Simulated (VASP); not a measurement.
# In (Immm) in VASP: further runs, part 2 of 3

VASP 6.6.1. The steps go on from the part before.

## Step 3: Single point, PBE (strain +0.0150 x Voigt [1, 0, 0, 0, 0, 0])

File INCAR:

```
SYSTEM = In
PREC = Accurate
ENCUT = 520
EDIFF = 1E-6
ISMEAR = 0
SIGMA = 0.15
LREAL = .FALSE.
LASPH = .TRUE.
NELM = 100
ALGO = Fast
ISIF = 2
LWAVE = .FALSE.
LCHARG = .FALSE.
GGA = PE
NBANDS = 12
```

File KPOINTS:

```
Automatic mesh
0
G
  20 20 20
  0 0 0
```

File POSCAR:

```
In
1.0
   -1.6505422500      1.6261500000      2.4739500000
    1.6505422500     -1.6261500000      2.4739500000
    1.6505422500      1.6261500000     -2.4739500000
In
1
Direct
    0.0000000000      0.0000000000      0.0000000000
```

Potentials or basis: VASP PAW PBE potentials, release 64 (In_d).

Run with:

```console
$ cat potpaw_PBE.64/In_d/POTCAR > POTCAR
$ mpirun -np 1 vasp_std > vasp.out
```

OUTCAR:

```text
SYSTEM = In
   PREC = Accurate
   ENCUT = 520
   EDIFF = 1E-6
   ISMEAR = 0
   LREAL = .FALSE.
   LASPH = .TRUE.
   NELM = 100
   ISIF = 2
   GGA = PE

 ion  position               nearest neighbor table
   1  0.000  0.000  0.000-

  LATTYP: Found a body centered orthorhombic cell.
 ALAT       =     3.2523000000
 B/A-ratio  =     1.0150000000
 C/A-ratio  =     1.5213541186

  Lattice vectors:

 A1 = (   1.6505422500,  -1.6261500000,  -2.4739500000)
 A2 = (  -1.6505422500,   1.6261500000,  -2.4739500000)
 A3 = (   1.6505422500,   1.6261500000,   2.4739500000)

Analysis of symmetry for initial positions (statically):
=====================================================================
 Subroutine PRICEL returns:
 Original cell was already a primitive cell.

 Routine SETGRP: Setting up the symmetry group for a
 body centered orthorhombic supercell.

 Subroutine GETGRP returns: Found  8 space group operations
 (whereof  8 operations were pure point group operations)
 out of a pool of  8 trial point group operations.

The static configuration has the point symmetry D_2h.

Analysis of symmetry for dynamics (positions and initial velocities):
=====================================================================
 Subroutine PRICEL returns:
 Original cell was already a primitive cell.

 Routine SETGRP: Setting up the symmetry group for a
 body centered orthorhombic supercell.

 Subroutine GETGRP returns: Found  8 space group operations
 (whereof  8 operations were pure point group operations)
 out of a pool of  8 trial point group operations.

The dynamic configuration has the point symmetry D_2h.

 Subroutine INISYM returns: Found  8 space group operations
 (whereof  8 operations are pure point group operations),
 and found     1 'primitive' translations

----------------------------------------------------------------------------------------

                                     Primitive cell

  volume of cell :      26.5606

  direct lattice vectors                    reciprocal lattice vectors
    -1.650542250  1.626150000  2.473950000     0.000000000  0.307474710  0.202105944
     1.650542250 -1.626150000  2.473950000     0.302930749  0.000000000  0.202105944
     1.650542250  1.626150000 -2.473950000     0.302930749  0.307474710  0.000000000

  length of vectors
     3.389554859  3.389554859  3.389554859     0.367950418  0.364161848  0.431633799

  position of ions in fractional coordinates (direct lattice)
     0.000000000  0.000000000  0.000000000

  ion indices of the primitive-cell ions
   primitive index   ion index
                 1           1

----------------------------------------------------------------------------------------

 KPOINTS: Automatic mesh

Automatic generation of k-mesh.
 Grid dimensions read from file:
 generate k-points for:   20   20   20

 Generating k-lattice:

  Cartesian coordinates                     Fractional coordinates (reciprocal lattice)
     0.000000000  0.015373736  0.010105297     0.050000000  0.000000000 -0.000000000
     0.015146537  0.000000000  0.010105297     0.000000000  0.050000000 -0.000000000
     0.015146537  0.015373736  0.000000000    -0.000000000  0.000000000  0.050000000

  Length of vectors
     0.018397521  0.018208092  0.021581690

  Shift w.r.t. Gamma in fractional coordinates (k-lattice)
     0.000000000  0.000000000  0.000000000

 Subroutine IBZKPT returns following result:
 ===========================================

 Found   1166 irreducible k-points:

 Following reciprocal coordinates:
            Coordinates               Weight
  0.000000  0.000000  0.000000      1.000000
  0.050000  0.000000 -0.000000      4.000000
  0.100000  0.000000 -0.000000      4.000000
  0.150000  0.000000 -0.000000      4.000000
  0.200000  0.000000 -0.000000      4.000000
  0.250000  0.000000 -0.000000      4.000000
[... 16 lines left out ...]
 -0.450000  0.050000  0.000000      8.000000
 -0.400000  0.050000  0.000000      8.000000
 [... further k-points ...]
   k-points           NKPTS =   1166   k-points in BZ     NKDIM =   1166   number of bands    NBANDS=     12
   number of dos      NEDOS =    301   number of ions     NIONS =      1
   total plane-waves  NPLWV =  21952
   dimension x,y,z NGX =    28 NGY =   28 NGZ =   28
   dimension x,y,z NGXF=    56 NGYF=   56 NGZF=   56
   ions per type =               1
   NGX,Y,Z   is equivalent  to a cutoff of  13.73, 13.73, 13.73 a.u.
   NGXF,Y,Z  is equivalent  to a cutoff of  27.47, 27.47, 27.47 a.u.
 SYSTEM =  In
   PREC   = accura    normal or accurate (medium, high low for compatibility)
   ISTART =      0    job   : 0-new  1-cont  2-samecut
   ICHARG =      2    charge: 1-file 2-atom 10-const
   ISPIN  =      1    spin polarized calculation?
   LNONCOLLINEAR =      F non collinear calculations
   LSORBIT =      F    spin-orbit coupling
   LASPH  =      T    aspherical Exc in radial PAW
   ENCUT  =  520.0 eV  38.22 Ry    6.18 a.u.   6.30  6.30  6.30*2*pi/ulx,y,z
   NELM   =    100;   NELMIN=  2; NELMDL= -5     # of ELM steps
   EDIFF  = 0.1E-05   stopping-criterion for ELM
   LREAL  =      F    real-space projection
   EDIFFG = 0.1E-04   stopping-criterion for IOM
   NSW    =      0    number of steps for IOM
   IBRION =     -1    ionic relax: 0-MD 1-quasi-New 2-CG
   NFREE  =      0    steps in history (QN), initial steepest desc. (CG)
   ISIF   =      2    stress and relaxation
   ISYM   =      2    0-nonsym 1-usesym 2-fastsym
   POTIM  = 0.5000    time-step for ionic-motion
   TEBEG  =    0.0;   TEEND  =   0.0 temperature during run
   PSTRESS=    0.0 pullay stress
   NELECT =      13.0000    total number of electrons
   NUPDOWN=      -1.0000    fix difference up-down
   EMIN   =  10.00;   EMAX   =-10.00  energy-range for DOS
   EFERMI =   0.00;   METHOD = LEGACY
   ISMEAR =     0;   SIGMA  =   0.15  broadening in eV -4-tet -1-fermi 0-gaus
   EFERMI_NEDOS =   21; number of points for ismear=-14 and -15
   IALGO  =     68    algorithm
   IMIX   =      4    mixing-type and parameters
     AMIX     =   0.40;   BMIX     =  1.00
     AMIX_MAG =   1.60;   BMIX_MAG =  1.00
  volume/ion in A,a.u.               =      26.56       179.24
  Fermi-wavevector in a.u.,A,eV,Ry     =   1.290159  2.438047 22.647036  1.664510
  Thomas-Fermi vector in A             =   2.422008
   LORBIT       =      0    0 simple, 1 ext, 2 COOP (PROOUT), +10 PAW based schemes
   GGA     = PE    functional components
   LHFCALC =     F    Hartree Fock is set to
   AEXX    =    0.0000 exact exchange contribution
   IVDW    =     0    specifies the selected vdW correction
   LEPSILON=     F    determine dielectric tensor
   LRPA    =     F    only Hartree local field effects (RPA)
 non-spin polarized calculation
 RMM-DIIS sequential band-by-band and
 Gauss-broadening in eV      SIGMA  =   0.15
  energy-cutoff  :      520.00
  volume of cell :       26.56
 maximum number of plane-waves:       731
 NGX is ok and might be reduce to    28
   NGX = 13   NGY = 13   NGZ = 13

 number of electron      13.0000002 magnetization

 Free energy of the ion-electron system (eV)
  ---------------------------------------------------
  ext. energy  EPLUGINS =         0.00000000
  ---------------------------------------------------
  free energy    TOTEN  =        -2.55825742 eV

  energy without entropy =       -2.55316916  energy(sigma->0) =       -2.55571329

 E-fermi :   7.3587     XC(G=0): -10.1811

 val. band max:        7.3568739004   @ k =  -0.3500   0.4000   0.3500
 cond. band min:       7.3606415444   @ k =   0.2500   0.2500   0.2500
 fundamental gap:      0.0037676439
 Fermi energy:         7.3586854547

 k-point     1 :       0.0000    0.0000    0.0000
  band No.  band energies     occupation
      1      -7.3292      2.00000
      2      -7.2469      2.00000
      3      -7.2289      2.00000
      4      -7.1505      2.00000
      5      -7.0613      2.00000
      6      -2.0881      2.00000
      7      17.5441      0.00000
      8      17.8726      0.00000
      9      17.9756      0.00000
     10      18.9263      0.00000
     11      21.0982      0.00000
     12      21.1541      0.00000
[... 331 lines left out ...]
 k-point    24 :      -0.4000    0.0500    0.0000
  band No.  band energies     occupation
      1      -7.3161      2.00000
      2      -7.2691      2.00000
      3      -7.2210      2.00000
      4      -7.0142      2.00000
      5      -6.9628      2.00000
      6       1.2836      2.00000
      7       6.5924      2.00000
      8      14.7837      0.00000
      9      16.0419      0.00000
     10      18.0028      0.00000
     11      19.5488      0.00000
     12      20.7623      0.00000

 [... further k-points ...]

------------------------ aborting loop because EDIFF is reached ----------------------------------------

  FORCE on cell =-STRESS in cart. coord.  units (eV):
  Direction    XX          YY          ZZ          XY          YZ          ZX
  --------------------------------------------------------------------------------------
  -------------------------------------------------------------------------------------
  Total        0.2059314      0.2523189      0.1958509      0.0000000      0.0000000      0.0000000
  in kB       12.4220986     15.2202618     11.8140282      0.0000000      0.0000000      0.0000000
  external PRESSURE =      13.1521295 kB  Pullay stress =       0.0000000 kB

 VOLUME and BASIS-vectors are now :
 -----------------------------------------------------------------------------
  energy-cutoff  :      520.00
  volume of cell :       26.56
      direct lattice vectors                 reciprocal lattice vectors
    -1.650542250  1.626150000  2.473950000     0.000000000  0.307474710  0.202105944
     1.650542250 -1.626150000  2.473950000     0.302930749  0.000000000  0.202105944
     1.650542250  1.626150000 -2.473950000     0.302930749  0.307474710  0.000000000

 POSITION                                       TOTAL-FORCE (eV/Angst)
 -----------------------------------------------------------------------------------
      0.00000      0.00000      0.00000         0.000000      0.000000      0.000000
 -----------------------------------------------------------------------------------
    total drift:                               -0.000000      0.000000      0.000000

  FREE ENERGIE OF THE ION-ELECTRON SYSTEM (eV)
  ---------------------------------------------------
  free  energy   TOTEN  =        -2.5582574205 eV

  energy  without entropy=       -2.5531691592  energy(sigma->0) =       -2.55571329
```

OSZICAR:

```text
N       E                     dE             d eps       ncg     rms          rms(c)
DAV:   1     0.782483413889E+02    0.78248E+02   -0.62584E+03 28424   0.136E+03
DAV:   2     0.119189980376E+01   -0.77056E+02   -0.75078E+02 29272   0.290E+02
DAV:   3    -0.249685934682E+01   -0.36888E+01   -0.36775E+01 33348   0.642E+01
DAV:   4    -0.258088314635E+01   -0.84024E-01   -0.83998E-01 35536   0.970E+00
DAV:   5    -0.258465119466E+01   -0.37680E-02   -0.37679E-02 38612   0.180E+00    0.223E+00
RMM:   6    -0.256254856884E+01    0.22103E-01   -0.28554E-02 34419   0.265E+00    0.119E+00
RMM:   7    -0.255831963777E+01    0.42289E-02   -0.11612E-02 33132   0.140E+00    0.252E-01
RMM:   8    -0.255817938481E+01    0.14025E-03   -0.16730E-03 37322   0.646E-01    0.539E-02
RMM:   9    -0.255824377469E+01   -0.64390E-04   -0.56756E-04 42990   0.259E-01    0.538E-02
RMM:  10    -0.255825089243E+01   -0.71177E-05   -0.15981E-04 38988   0.226E-01    0.680E-03
RMM:  11    -0.255825653320E+01   -0.56408E-05   -0.75879E-05 45888   0.910E-02    0.139E-02
RMM:  12    -0.255825823359E+01   -0.17004E-05   -0.12503E-05 38807   0.412E-02    0.368E-02
RMM:  13    -0.255825742053E+01    0.81306E-06   -0.34062E-06 30604   0.297E-02
   1 F= -.25582574E+01 E0= -.25557133E+01  d E =-.508826E-02
```

Run time: 5.1 min. Hardware: 1 thread of AMD EPYC 9R45 (Zen 5), shared host; peak memory 0.42 GiB.

What came out:

```
Free energy            : -2.5583 eV
Pressure               : 1.3 GPa
Band gap on the k mesh : zero (an odd number of electrons rules out a gap without spin polarisation)
```

Caveat: the cell differs from its parent crystal (strain +0.0150 x Voigt [1, 0, 0, 0, 0, 0]); spin-orbit coupling is left out, which moves the levels of the heavy elements.

[end of part 2 of 3]
